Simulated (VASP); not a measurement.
Input of a VASP 6.6.1 run:

Contents of INCAR:

```
PREC = Accurate
ENCUT = 520
EDIFF = 1E-6
ISMEAR = 0
SIGMA = 0.01
LREAL = False
LASPH = True
NELM = 100
ALGO = Normal
ISIF = 2
LWAVE = False
LCHARG = False
GGA = PE
IBRION = 2
NSW = 80
EDIFFG = -0.002
```

File KPOINTS:

```
Automatic mesh
0
Gamma
  12 12 4
```

POSCAR

```
BN
1.0
    2.4982400000      0.0000000000      0.0000000000
   -1.2491200000      2.1635393048      0.0000000000
    0.0000000000      0.0000000000      6.6357000000
B N
2 2
Direct
    0.3333333333      0.6666666667      0.2500000000
    0.6666666667      0.3333333333      0.7500000000
    0.3333333333      0.6666666667      0.7500000000
    0.6666666667      0.3333333333      0.2500000000
```

Potentials or basis: VASP PAW PBE potentials, release 64 (B, N).

The run is started by

```console
$ cat potpaw_PBE.64/B/POTCAR potpaw_PBE.64/N/POTCAR > POTCAR
$ mpirun -np 1 vasp_std > vasp.out
```

Problem. Estimate the band gap on the k mesh.

Solution. 4.29 eV, indirect (least direct gap 4.66 eV).

Final structure:
```yaml
crystal:
  lattice:
    - [2.49824, 0.00000, 0.00000]
    - [-1.24912, 2.16354, 0.00000]
    - [0.00000, 0.00000, 6.63570]
  atoms:
    - { symbol: B, position: [0.33333, 0.66667, 0.25000] }
    - { symbol: B, position: [0.66667, 0.33333, 0.75000] }
    - { symbol: N, position: [0.33333, 0.66667, 0.75000] }
    - { symbol: N, position: [0.66667, 0.33333, 0.25000] }
```

Caveat: the relaxation stopped at its first step, so nothing moved. A k mesh can miss the band edges.
